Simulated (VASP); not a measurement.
Si, 2 atoms in the cell. Symmetry: Fd-3m, No. 227, cubic system. The conventional cell has a = 4.077 Å, b = 4.077 Å, c = 4.077 Å, α = 90.00°, β = 90.00°, γ = 90.00°. Within 2.3 Å of Si (site symmetry -43m) lie 4 Si at 1.77 Å.  This cell differs from its parent crystal: volume scaled by 0.43.

```yaml
Program: VASP 6.6.1
Task: single point
Functional: LDA
Potentials_or_basis: VASP PAW LDA potentials, release 64 (Si)
Cutoff: 520 eV
k_mesh: 12 × 12 × 12
Occupations: fermi-dirac, width 0.08 eV
Spin: no spin polarisation
Dipole_correction: no
Further_INCAR_settings: ALGO = Normal; EDIFF = 1e-06; NBANDS = 11
```

Potentials or basis: VASP PAW LDA potentials, release 64 (Si).

Launch:

```sh
$ cat potpaw_LDA.64/Si/POTCAR > POTCAR
$ mpirun -np 1 vasp_std > vasp.out
```

Hardware: 1 thread of Intel Xeon 6975P-C (shared host).

Question: Estimate the wall time of this run.

Answer: It took 5.6 s on 1 thread of Intel Xeon 6975P-C (shared host), peak memory 0.13 GiB. Counts: scf iterations 11, k points 72.
